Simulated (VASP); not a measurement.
# Dy2H (R-3m) in VASP: a series of runs

The runs below take Dy2H through relaxation of cell and atoms, single point, with PBE.

Program: VASP 6.6.1. These are calculated values, not measurements. Logs are shortened: lines on timing, memory, paths and dates and some standing lists are left out, and cuts for length are marked.

## Step 1: The cell of the first run

Symmetry: R-3m, No. 166, trigonal system. Conventional cell: a = 5.239 Å, b = 5.239 Å, c = 7.508 Å, α = 90.00°, β = 90.00°, γ = 120.00°. Dy (site symmetry 3m) has 1 H at 2.02 Å within 2.7 Å. H (site symmetry -3m) has 2 Dy at 2.02 Å within 2.7 Å.

The cell was built from a structure type or drawn by symmetry, and may not be a known phase.

## Step 2: Relaxation of cell and atoms, PBE

INCAR reads:

```
PREC = Accurate
ENCUT = 500
EDIFF = 1E-7
ISMEAR = 0
SIGMA = 0.2
LREAL = False
LASPH = True
NELM = 200
ALGO = Normal
ISIF = 3
LWAVE = False
LCHARG = False
GGA = PE
IBRION = 2
NSW = 36
EDIFFG = -0.08
GGA_COMPAT = False
NELMIN = 4
LMAXMIX = 6
```

KPOINTS reads:

```
Automatic mesh
0
Gamma
  5 5 5
```

POSCAR reads:

```
Dy2H
1.0
    2.6196273300      1.5124425400      2.5027419800
   -2.6196273300      1.5124425400      2.5027419800
    0.0000000000     -3.0248850900      2.5027419800
Dy H
2 1
Direct
    0.2684508600      0.2684508600      0.2684508600
    0.7315491400      0.7315491400      0.7315491400
    0.0000000000      0.0000000000      0.0000000000
```

Potentials or basis: VASP PAW PBE potentials, release 64 (Dy_3, H), 4f in core.

Launch:

```bash
$ cat potpaw_PBE.64/Dy_3/POTCAR potpaw_PBE.64/H/POTCAR > POTCAR
$ mpirun -np 1 vasp_std > vasp.out
```

OUTCAR:

```text
PREC = Accurate
   ENCUT = 500
   EDIFF = 1E-7
   ISMEAR = 0
   LREAL = False
   LASPH = True
   NELM = 200
   ISIF = 3
   GGA = PE
   IBRION = 2
   NSW = 36
   EDIFFG = -0.08
   NELMIN = 4

 ion  position               nearest neighbor table
   1  0.268  0.268  0.268-   3 2.02   2 3.18   2 3.18   2 3.18   2 3.39   2 3.39   2 3.39   2 3.48

   2  0.732  0.732  0.732-   3 2.02   1 3.18   1 3.18   1 3.18   1 3.39   1 3.39   1 3.39   1 3.48

   3  0.000  0.000  0.000-   1 2.02   2 2.02

  LATTYP: Found a trigonal (rhomboedric) cell.
 ALAT       =     3.9260218037
 COS(alpha) =     0.1095621617

  Lattice vectors:

 A1 = (   2.6196273300,   1.5124425400,   2.5027419800)
 A2 = (  -2.6196273300,   1.5124425400,   2.5027419800)
 A3 = (   0.0000000000,  -3.0248850900,   2.5027419800)

Analysis of symmetry for initial positions (statically):
=====================================================================
 Subroutine PRICEL returns:
 Original cell was already a primitive cell.

 Routine SETGRP: Setting up the symmetry group for a
 trigonal (rhombohedral) supercell.

 Subroutine GETGRP returns: Found 12 space group operations
 (whereof 12 operations were pure point group operations)
 out of a pool of 12 trial point group operations.

The static configuration has the point symmetry D_3d.

Analysis of symmetry for dynamics (positions and initial velocities):
=====================================================================
 Subroutine PRICEL returns:
 Original cell was already a primitive cell.

 Routine SETGRP: Setting up the symmetry group for a
 trigonal (rhombohedral) supercell.

 Subroutine GETGRP returns: Found 12 space group operations
 (whereof 12 operations were pure point group operations)
 out of a pool of 12 trial point group operations.

The dynamic configuration has the point symmetry D_3d.

 Subroutine INISYM returns: Found 12 space group operations
 (whereof 12 operations are pure point group operations),
 and found     1 'primitive' translations

----------------------------------------------------------------------------------------

                                     Primitive cell

  volume of cell :      59.4957

  direct lattice vectors                    reciprocal lattice vectors
     2.619627330  1.512442540  2.502741980     0.190866844  0.110197024  0.133187255
    -2.619627330  1.512442540  2.502741980    -0.190866844  0.110197024  0.133187255
     0.000000000 -3.024885090  2.502741980     0.000000000 -0.220394047  0.133187254

  length of vectors
     3.926021804  3.926021804  3.926021807     0.257511904  0.257511904  0.257511904

  position of ions in fractional coordinates (direct lattice)
     0.268450860  0.268450860  0.268450860
     0.731549140  0.731549140  0.731549140
     0.000000000  0.000000000  0.000000000

  ion indices of the primitive-cell ions
   primitive index   ion index
                 1           1
                 2           2
                 3           3

----------------------------------------------------------------------------------------

 KPOINTS: Automatic mesh

Automatic generation of k-mesh.
 Grid dimensions read from file:
 generate k-points for:    5    5    5

 Generating k-lattice:

  Cartesian coordinates                     Fractional coordinates (reciprocal lattice)
     0.038173369  0.022039405  0.026637451     0.200000000 -0.000000000  0.000000000
    -0.038173369  0.022039405  0.026637451    -0.000000000  0.200000000  0.000000000
     0.000000000 -0.044078809  0.026637451     0.000000000  0.000000000  0.200000000

  Length of vectors
     0.051502381  0.051502381  0.051502381

  Shift w.r.t. Gamma in fractional coordinates (k-lattice)
     0.000000000  0.000000000  0.000000000

 Subroutine IBZKPT returns following result:
 ===========================================

 Found     19 irreducible k-points:

 Following reciprocal coordinates:
            Coordinates               Weight
  0.000000  0.000000  0.000000      1.000000
  0.200000 -0.000000  0.000000      6.000000
  0.400000 -0.000000  0.000000      6.000000
  0.200000  0.200000  0.000000      6.000000
  0.400000  0.200000 -0.000000     12.000000
 -0.400000  0.200000  0.000000     12.000000
[... 11 lines left out ...]
  0.400000  0.400000  0.400000      2.000000
 -0.400000  0.400000  0.400000      6.000000
   k-points           NKPTS =     19   k-points in BZ     NKDIM =     19   number of bands    NBANDS=     13
   number of dos      NEDOS =    301   number of ions     NIONS =      3
   total plane-waves  NPLWV =  27000
   dimension x,y,z NGX =    30 NGY =   30 NGZ =   30
   dimension x,y,z NGXF=    60 NGYF=   60 NGZF=   60
   ions per type =               2   1
   NGX,Y,Z   is equivalent  to a cutoff of  12.70, 12.70, 12.70 a.u.
   NGXF,Y,Z  is equivalent  to a cutoff of  25.41, 25.41, 25.41 a.u.
 SYSTEM =  unknown system
   PREC   = accura    normal or accurate (medium, high low for compatibility)
   ISTART =      0    job   : 0-new  1-cont  2-samecut
   ICHARG =      2    charge: 1-file 2-atom 10-const
   ISPIN  =      1    spin polarized calculation?
   LNONCOLLINEAR =      F non collinear calculations
   LSORBIT =      F    spin-orbit coupling
   LASPH  =      T    aspherical Exc in radial PAW
   ENCUT  =  500.0 eV  36.75 Ry    6.06 a.u.   7.16  7.16  7.16*2*pi/ulx,y,z
   NELM   =    200;   NELMIN=  4; NELMDL= -5     # of ELM steps
   EDIFF  = 0.1E-06   stopping-criterion for ELM
   LREAL  =      F    real-space projection
   EDIFFG = -.8E-01   stopping-criterion for IOM
   NSW    =     36    number of steps for IOM
   IBRION =      2    ionic relax: 0-MD 1-quasi-New 2-CG
   NFREE  =      1    steps in history (QN), initial steepest desc. (CG)
   ISIF   =      3    stress and relaxation
   ISYM   =      2    0-nonsym 1-usesym 2-fastsym
   POTIM  = 0.5000    time-step for ionic-motion
   TEBEG  =    0.0;   TEEND  =   0.0 temperature during run
   PSTRESS=    0.0 pullay stress
   NELECT =      19.0000    total number of electrons
   NUPDOWN=      -1.0000    fix difference up-down
   EMIN   =  10.00;   EMAX   =-10.00  energy-range for DOS
   EFERMI =   0.00;   METHOD = LEGACY
   ISMEAR =     0;   SIGMA  =   0.20  broadening in eV -4-tet -1-fermi 0-gaus
   EFERMI_NEDOS =   21; number of points for ismear=-14 and -15
   IALGO  =     38    algorithm
   IMIX   =      4    mixing-type and parameters
     AMIX     =   0.40;   BMIX     =  1.00
     AMIX_MAG =   1.60;   BMIX_MAG =  1.00
  volume/ion in A,a.u.               =      19.83       133.83
  Fermi-wavevector in a.u.,A,eV,Ry     =   1.119002  2.114607 17.036740  1.252165
  Thomas-Fermi vector in A             =   2.255637
   LORBIT       =      0    0 simple, 1 ext, 2 COOP (PROOUT), +10 PAW based schemes
   GGA     = PE    functional components
   LHFCALC =     F    Hartree Fock is set to
   AEXX    =    0.0000 exact exchange contribution
   IVDW    =     0    specifies the selected vdW correction
   LEPSILON=     F    determine dielectric tensor
   LRPA    =     F    only Hartree local field effects (RPA)
 conjugate gradient relaxation of ions
 non-spin polarized calculation
 Gauss-broadening in eV      SIGMA  =   0.20
  energy-cutoff  :      500.00
  volume of cell :       59.50
 maximum number of plane-waves:      1524
 NGX is ok and might be reduce to    30
   NGX = 15   NGY = 15   NGZ = 15

--------------------------------------- Ionic step        1  -------------------------------------------

 number of electron      19.0000003 magnetization

 Free energy of the ion-electron system (eV)
  ---------------------------------------------------
  ext. energy  EPLUGINS =         0.00000000
  ---------------------------------------------------
  free energy    TOTEN  =       -11.80902658 eV

  energy without entropy =      -11.71870859  energy(sigma->0) =      -11.76386758

 E-fermi :   3.6165     XC(G=0): -10.3059

 val. band max:        3.5439938070   @ k =  -0.4000   0.4000   0.4000
 cond. band min:       3.6279834280   @ k =   0.4000   0.4000   0.2000
 fundamental gap:      0.0839896210
 Fermi energy:         3.6164610390

 k-point     1 :       0.0000    0.0000    0.0000
  band No.  band energies     occupation
      1     -19.8498      2.00000
      2     -19.8498      2.00000
      3     -19.4809      2.00000
      4     -19.0980      2.00000
      5     -19.0656      2.00000
      6     -19.0656      2.00000
      7      -2.9671      2.00000
      8       1.7919      2.00000
      9       1.7919      2.00000
     10       3.4631      1.72184
     11       4.8337      0.00000
     12       4.8337      0.00000
     13       7.4774      0.00000

 k-point     2 :       0.2000   -0.0000    0.0000
  band No.  band energies     occupation
      1     -19.8130      2.00000
      2     -19.7879      2.00000
      3     -19.4644      2.00000
      4     -19.1947      2.00000
      5     -19.1308      2.00000
      6     -19.1273      2.00000
      7      -2.4665      2.00000
      8       1.8140      2.00000
      9       2.1112      2.00000
     10       3.6500      0.81229
     11       4.8747      0.00000
[... 405 lines left out ...]
 POSITION                                       TOTAL-FORCE (eV/Angst)
 -----------------------------------------------------------------------------------
      0.00000     -0.00000      2.11068        -0.000000      0.000000     -0.092914
      0.00000     -0.00000      5.72585         0.000000     -0.000000      0.092914
      0.00000      3.15159      5.22435        -0.000000      0.000000     -0.000000
 -----------------------------------------------------------------------------------
    total drift:                               -0.000000     -0.000000      0.000000

  FREE ENERGIE OF THE ION-ELECTRON SYSTEM (eV)
  ---------------------------------------------------
  free  energy   TOTEN  =       -11.9687604454 eV

  energy  without entropy=      -11.8805982607  energy(sigma->0) =      -11.92467935

--------------------------------------- Ionic step        5  -------------------------------------------

 number of electron      19.0000003 magnetization

 Free energy of the ion-electron system (eV)
  ---------------------------------------------------
  ext. energy  EPLUGINS =         0.00000000
  ---------------------------------------------------
  free energy    TOTEN  =       -11.98050961 eV

  energy without entropy =      -11.89540089  energy(sigma->0) =      -11.93795525

 E-fermi :   2.8737     XC(G=0):  -9.7038

 val. band max:        2.8699524469   @ k =  -0.2000   0.2000   0.0000
 cond. band min:       2.8846598510   @ k =   0.4000   0.4000   0.4000
 fundamental gap:      0.0147074041
 Fermi energy:         2.8736535863

 k-point     1 :       0.0000    0.0000    0.0000
  band No.  band energies     occupation
      1     -20.7413      2.00000
      2     -20.7413      2.00000
      3     -20.4735      2.00000
      4     -20.2573      2.00000
      5     -20.2573      2.00000
      6     -20.2022      2.00000
      7      -3.2699      2.00000
      8       1.4776      2.00000
      9       1.4776      2.00000
     10       2.3803      1.99951
     11       4.2096      0.00000
     12       4.2096      0.00000
     13       6.3511      0.00000

 k-point     2 :       0.2000   -0.0000    0.0000
  band No.  band energies     occupation
      1     -20.7170      2.00000
      2     -20.7015      2.00000
      3     -20.4598      2.00000
      4     -20.3244      2.00000
      5     -20.2956      2.00000
      6     -20.2346      2.00000
      7      -2.8404      2.00000
      8       1.2860      2.00000
      9       1.7636      2.00000
     10       2.7102      1.75237
     11       4.2079      0.00000
[... 294 lines left out ...]
 POSITION                                       TOTAL-FORCE (eV/Angst)
 -----------------------------------------------------------------------------------
      0.00000     -0.00000      2.06271        -0.000000      0.000000     -0.052640
      0.00000     -0.00000      5.64759         0.000000     -0.000000      0.052640
      0.00000     -0.00000      0.00000        -0.000000     -0.000000      0.000000
 -----------------------------------------------------------------------------------
    total drift:                               -0.000000      0.000000     -0.000000

  FREE ENERGIE OF THE ION-ELECTRON SYSTEM (eV)
  ---------------------------------------------------
  free  energy   TOTEN  =       -11.9805096147 eV

  energy  without entropy=      -11.8954008948  energy(sigma->0) =      -11.93795525

 reached required accuracy - stopping structural energy minimisation
```

Run time: 44 s. Hardware: 1 thread of AMD EPYC 7R13 (Zen 3), shared host; peak memory 0.15 GiB.

Results:

```
Free energy                           : -11.9805 eV
Relaxed volume                        : 22.85 Å³/atom
Relaxed cell                          : a = 4.107 Å, b = 4.107 Å, c = 4.107 Å, α = 84.99°, β = 84.99°, γ = 84.99°
Space group after relaxing (to 0.1 Å) : R-3m (No. 166)
Energy gained by relaxing             : 57.2 meV/atom
Ionic steps                           : 5
Pressure after relaxing               : 0.1 GPa
Largest force after relaxing          : 0.053 eV/Å
Band gap on the k mesh                : zero (an odd number of electrons rules out a gap without spin polarisation)
```

Forces on the atoms (eV/Å):
```
Dy   0.000  0.000 -0.053
Dy   0.000  0.000  0.053
H    0.000  0.000  0.000
```

The path:
```tsv
step	energy change (eV)	largest force (eV/Å)	pressure (GPa)	volume (Å³)
1	0.0000	0.2325	6.82	59.50
2	-0.1538	0.1037	0.14	67.06
3	-0.1538	0.1028	0.17	67.02
4	-0.1597	0.0929	0.13	67.41
5	-0.1715	0.0526	0.08	68.54
```

Final structure:
```
Dy H
1.0
     2.77459    1.60191    2.57010
    -2.77459    1.60191    2.57010
     0.00000   -3.20382    2.57010
Dy H
2 1
Direct
  0.26753 0.26753 0.26753
  0.73247 0.73247 0.73247
  0.00000 0.00000 0.00000
```

Levels at points of the mesh, in eV from the Fermi level:
```tsv
k point	band 6	band 7	band 8	band 9	band 10	band 11	band 12	band 13
(0.00, 0.00, 0.00)	-23.08	-6.14	-1.40	-1.40	-0.49	1.34	1.34	3.48
```

Caveat: the volume moved by over 15 % at a fixed basis, so the end points are rough; spin-orbit coupling is left out, which moves the levels of the heavy elements; the 4f electrons are frozen in the core, so they carry no moment and show no levels; the relaxation stopped at a loose force limit of 0.08 eV/Å, so its end isn't a converged minimum. Spin polarisation is off, so any magnetic state and its effect on volume and gap are missing.

## Step 3: Single point, PBE

This run uses another cell than the first one, of 22.52 Å³/atom.

INCAR reads:

```
SYSTEM = Dy2H
  ALGO = Normal
  EDIFF = 1E-6
  ENCUT = 500
  GGA = PE
  GGA_COMPAT = .FALSE.
  ISIF = 2
  ISMEAR = 0
  LASPH = .TRUE.
  LCHARG = .TRUE.
  LELF = .TRUE.
  LMAXMIX = 6
  LREAL = .FALSE.
  LVHAR = .TRUE.
  LWAVE = .FALSE.
  NBANDS = 16
  NELM = 200
  PREC = Accurate
  SIGMA = 0.2
```

KPOINTS reads:

```
k-points
0
G
  5 5 5
  0 0 0
```

POSCAR reads:

```
Dy2H
1.0
    2.7508407594      1.5881986512      2.5768410846
   -2.7508407594      1.5881986512      2.5768410846
    0.0000000000     -3.1763973076      2.5768410814
Dy H
2 1
Direct
    0.2680237459      0.2680237459      0.2680237459
    0.7319762541      0.7319762541      0.7319762541
    0.0000000000      0.0000000000      0.0000000000
```

Potentials or basis: VASP PAW PBE potentials, release 64 (Dy_3, H), 4f in core.

Launch:

```bash
$ cat potpaw_PBE.64/Dy_3/POTCAR potpaw_PBE.64/H/POTCAR > POTCAR
$ mpirun -np 1 vasp_std > vasp.out
```

Run time: 12 s. Hardware: 1 thread of AMD EPYC 9R45 (Zen 5), shared host; peak memory 0.14 GiB.

The run converged. Its results:

* Free energy: -11.9796 eV
* Pressure: 0.5 GPa
* Largest force: 0.046 eV/Å
* Band gap on the k mesh: zero (an odd number of electrons rules out a gap without spin polarisation)

Forces on the atoms (eV/Å):
```
Dy   0.000  0.000 -0.046
Dy   0.000  0.000  0.046
H    0.000  0.000  0.000
```

Stress tensor (GPa, compression positive):
```
0.73 0.00 0.00
0.00 0.73 0.00
0.00 0.00 0.10
```

Levels at points of the mesh, in eV from the Fermi level:
| k point | band 5 | band 6 | band 7 | band 8 | band 9 | band 10 | band 11 | band 12 | band 13 | band 14 |
| --- | --- | --- | --- | --- | --- | --- | --- | --- | --- | --- |
| (0.00, 0.00, 0.00) | -23.09 | -23.05 | -6.20 | -1.44 | -1.44 | -0.42 | 1.29 | 1.29 | 3.50 | 3.84 |

Caveat: spin-orbit coupling is left out, which moves the levels of the heavy elements; the 4f electrons are frozen in the core, so they carry no moment and show no levels.
